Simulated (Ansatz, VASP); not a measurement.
WS2: VASP beside Ansatz

Contents of INCAR:

```
PREC = Accurate ; ENCUT = 520
EDIFF = 1E-6 ; ISMEAR = 0
SIGMA = 0.05 ; LREAL = False
LASPH = True ; NELM = 80
ALGO = Normal ; ISIF = 2
LWAVE = False ; LCHARG = False
LDIPOL = True ; IDIPOL = 3
DIPOL = 0.5 0.5 0.400 ; GGA = PE
IVDW = 12 ; NBANDS = 35
```

File KPOINTS:

```
Automatic mesh
0
Gamma
  9 9 1
```

Contents of POSCAR:

```
WS2
1.0
    3.1595457497      0.0000000000      0.0000000000
   -1.5797728749      2.7362468836      0.0000000000
    0.0000000000      0.0000000000     23.8042575719
S W
4 2
Direct
    0.3333333333      0.6666666667      0.1890418126
    0.3333333333      0.6666666667      0.3214605103
    0.8333333333      0.6666666667      0.4785752612
    0.8333333333      0.6666666667      0.6109939589
    0.6666666667      0.3333333333      0.2552511581
    0.5000000000      1.0000000000      0.5447846067
```

Input for Ansatz:

```yaml
crystal:
  lattice:
    - [3.1595457497, 0.0, 0.0]
    - [-1.5797728749, 2.7362468836, 0.0]
    - [0.0, 0.0, 23.8042575719]
  atoms:
    - { symbol: S, position: [0.3333333333, 0.6666666667, 0.1890418126] }
    - { symbol: W, position: [0.6666666667, 0.3333333333, 0.2552511581] }
    - { symbol: S, position: [0.3333333333, 0.6666666667, 0.3214605103] }
    - { symbol: S, position: [0.8333333333, 0.6666666667, 0.4785752612] }
    - { symbol: W, position: [0.5, 1.0, 0.5447846067] }
    - { symbol: S, position: [0.8333333333, 0.6666666667, 0.6109939589] }
basis:
  ecutwfc: 420
kpoints:
  mp_grid: { grid: [9, 9, 1] }
hamiltonian:
  xc: pbe
  pseudopotentials: { kind: paw, azcp: { folder: soft_1 } }
  dispersion: d3bj
scf:
  occupations: { method: gaussian, width: 0.05 }
output:
  forces: true
  eigenvalues: true
efield:
  axis: 3
  dipole_correction: true
  ramp_width: 0.04
```

Alike in both runs: task single point; functional PBE; dispersion D3(BJ); k mesh 9 × 9 × 1; occupations gaussian, width 0.05 eV; no spin polarisation.

```csv
,VASP,Ansatz
version,VASP 6.6.1,Ansatz 0.2.0
potentials or method,"VASP PAW PBE potentials, release 64 (S, W_sv), cutoff 520 eV","scalar-relativistic, plane waves, PAW"
valence electrons in the cell,52,52
```

VASP gave:

```
gap on the k mesh at the Fermi level (eV) : 1.84
least direct gap on the mesh (eV)         : 1.91
rms of the force components (eV/Å)        : 0.027
```

Which values does Ansatz return?

gap on the k mesh at the Fermi level (eV): 1.83; least direct gap on the mesh (eV): 1.91; rms of the force components (eV/Å): 0.027.

Spin-orbit coupling is off throughout.
